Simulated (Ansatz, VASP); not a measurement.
One calculation of Ce, two programs

```
Ce
1.0
     0.00000    2.26493    2.26493
     2.26493    0.00000    2.26493
     2.26493    2.26493    0.00000
Ce
1
Direct
  0.00000 0.00000 0.00000
```

Alike in both runs: task single point; functional LDA; k mesh 12 × 12 × 12; occupations fermi-dirac, width 0.1 eV; no spin polarisation.

```csv
,VASP,Ansatz
version,VASP 6.6.1,Ansatz 0.2.0
potentials or method,"VASP PAW LDA potentials, release 64 (Ce), cutoff 500 eV","plane waves (420 eV) with PAW, scalar-relativistic"
valence electrons in the cell,12,12
```

Ansatz gave:

* pressure (GPa): -0.1

Task: Which values does VASP return?

Result: Pressure (GPa): -0.9.

Ansatz warns that its potentials were made for another functional, while VASP's fit it. LDA's correlation is that of Perdew and Zunger in VASP and of Perdew and Wang (1992) in Ansatz.

Neither program's run includes spin-orbit coupling.
